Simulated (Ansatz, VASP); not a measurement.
# H in VASP and in Ansatz

INCAR

```
PREC     = Accurate       # precision mode
ENCUT    = 910            # plane-wave cutoff, eV
EDIFF    = 1E-7           # SCF threshold, eV
ISMEAR   = -1             # smearing method
SIGMA    = 0.08           # smearing width, eV
LREAL    = F              # projectors in reciprocal space
LASPH    = T              # aspherical terms in the spheres
NELM     = 120            # most SCF steps
ALGO     = Normal         # electronic algorithm
ISIF     = 3              # what is computed and relaxed
LWAVE    = F              # write WAVECAR
LCHARG   = F              # write CHGCAR
GGA      = PS             # functional
IBRION   = 2              # ionic algorithm
NSW      = 100            # ionic steps
EDIFFG   = -0.002         # ionic threshold
GGA_COMPAT= F            
NELMIN   = 4
```

Contents of KPOINTS:

```
regular mesh
0
Gamma
  14 14 14
```

Contents of POSCAR:

```
H
1.0
   -1.6915344700      1.6915344700      2.0584739900
    1.6915344700     -1.6915344700      2.0584739900
    1.6915344700      1.6915344700     -2.0584739900
H
2
Direct
    0.9098622900      0.9098622900      0.0000000000
    0.0901377100      0.0901377100      0.0000000000
```

Input for Ansatz:

```yaml
crystal:
  lattice:
    - [-1.69153447, 1.69153447, 2.05847399]
    - [1.69153447, -1.69153447, 2.05847399]
    - [1.69153447, 1.69153447, -2.05847399]
  atoms:
    - { symbol: H, position: [0.90986229, 0.90986229, 0.0] }
    - { symbol: H, position: [0.09013771, 0.09013771, 0.0] }
kpoints:
  mp_grid: { grid: [14, 14, 14] }
scf:
  occupations: { method: fermi_dirac, width: 0.08 }
hamiltonian:
  xc: pbesol
  pseudopotentials: { kind: paw }
relax:
  f_tol: 0.002
  max_steps: 80
  cell: {}
output:
  forces: true
  stress: true
```

Alike in both runs: task relaxation of cell and atoms; functional PBEsol; k mesh 14 × 14 × 14; occupations fermi-dirac, width 0.08 eV; no spin polarisation.

|  | VASP | Ansatz |
| --- | --- | --- |
| version | VASP 6.6.1 | Ansatz 0.2.0 |
| potentials or method | VASP PAW PBE potentials, release 64 (H_h) | PAW with Ansatz's default frozen-core files, scalar-relativistic |
| plane-wave cutoff (eV) | 910 | 420 |
| valence electrons in the cell | 2 | 2 |

Ansatz gave:

| Item | Value |
| --- | --- |
| relaxed volume (Å³/atom) | 13.43 |
| relaxed length of the cell vector where the two differ most in proportion (Å) | 3.304 |

Q: Which values does VASP return?

A: Relaxed volume (Å³/atom): 11.59; relaxed length of the cell vector where the two differ most in proportion (Å): 3.156.

VASP's potentials were made for PBE, not for PBEsol. One of these differences is far larger than is usual between the two programs; its cause wasn't traced.
